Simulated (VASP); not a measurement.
A run of VASP 6.6.1 is set up as follows.

INCAR

```
PREC     = Accurate       # precision mode
ENCUT    = 520            # plane-wave cutoff, eV
EDIFF    = 1E-7           # SCF threshold, eV
ISMEAR   = -1             # smearing method
SIGMA    = 0.1            # smearing width, eV
LREAL    = F              # projectors in reciprocal space
LASPH    = T              # aspherical terms in the spheres
NELM     = 60             # most SCF steps
ALGO     = Normal         # electronic algorithm
ISIF     = 2              # what is computed and relaxed
LWAVE    = F              # write WAVECAR
LCHARG   = F              # write CHGCAR
LDIPOL   = T            
IDIPOL   = 3            
DIPOL    = 0.5 0.5 0.500
GGA      = CA             # functional
NBANDS   = 44             # bands
```

Contents of KPOINTS:

```
Automatic mesh
0
Gamma
  14 14 1
```

File POSCAR:

```
Ru4Rh
1.0
    2.6752522144      0.0000000000      0.0000000000
   -1.3376261072      2.3168363792      0.0000000000
    0.0000000000      0.0000000000     24.4488000000
Ru Rh
4 1
Direct
    0.0000000000      0.0000000000      0.3298286216
    0.3333333333      0.6666666667      0.4130118673
    0.3333333333      0.6666666667      0.5869881316
    0.0000000000      0.0000000000      0.6701713788
    0.0000000000      0.0000000000      0.5000000005
```

Potentials or basis: VASP PAW LDA potentials, release 64 (Ru_pv, Rh_pv).

The run is started by

```sh
$ cat potpaw_LDA.64/Ru_pv/POTCAR potpaw_LDA.64/Rh_pv/POTCAR > POTCAR
$ mpirun -np 1 vasp_std > vasp.out
```

Question: Predict the largest force.

Answer: 0.359 eV/Å.

Question: Predict the band gap on the k mesh.

Answer: Zero (an odd number of electrons rules out a gap without spin polarisation).

Forces in eV/Å, atoms in the order of the input:
```
Ru   0.000  0.000  0.028
Ru   0.000  0.000 -0.359
Ru   0.000  0.000  0.359
Ru   0.000  0.000 -0.028
Rh   0.000  0.000  0.000
```
